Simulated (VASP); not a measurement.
KPrI4, 6 atoms in the cell. The structure is monoclinic, space group P2/m (No. 10). The conventional cell has a = 7.684 Å, b = 4.787 Å, c = 8.384 Å, α = 90.00°, β = 93.18°, γ = 90.00°. Within 4.6 Å of K (site symmetry 2/m) lie 6 I at 3.48 to 3.81 Å. Within 4.1 Å of Pr (site symmetry 2/m) lie 6 I at 3.10 to 3.21 Å. I (site symmetry m) has 1 Pr at 3.10 Å and 2 K at 3.48 Å within 4.1 Å. Within 4.8 Å of I (site symmetry m) lie 2 Pr at 3.21 Å and 1 K at 3.81 Å and 8 I at 4.27 to 4.79 Å. 

| Item | Value |
| --- | --- |
| Program | VASP 6.6.1 |
| Task | relaxation of cell and atoms |
| Functional | PBE |
| Potentials or basis | VASP PAW PBE potentials, release 64 (K_sv, Pr_3, I), 4f in core |
| Cutoff | 500 eV |
| k mesh | 4 × 6 × 4 |
| Occupations | gaussian, width 0.01 eV |
| Spin | no spin polarisation |
| Dipole correction | no |
| Further INCAR settings | ALGO = Normal; EDIFF = 1e-07; IBRION = 2; EDIFFG = -0.001; NSW = 80; ISIF = 3 |

Potentials or basis: VASP PAW PBE potentials, release 64 (K_sv, Pr_3, I), 4f in core.

Command:

```sh
$ cat potpaw_PBE.64/K_sv/POTCAR potpaw_PBE.64/Pr_3/POTCAR potpaw_PBE.64/I/POTCAR > POTCAR
$ mpirun -np 1 vasp_std > vasp.out
```

Hardware: 1 thread of Intel(R) Xeon(R) 6975P-C (Granite Rapids) (shared host).

How long does it take, and how much memory?

Run time: 39 min on 1 thread of Intel(R) Xeon(R) 6975P-C (Granite Rapids) (shared host), peak memory 0.61 GiB. Counts: scf iterations 266, k points 40, ion steps 45.
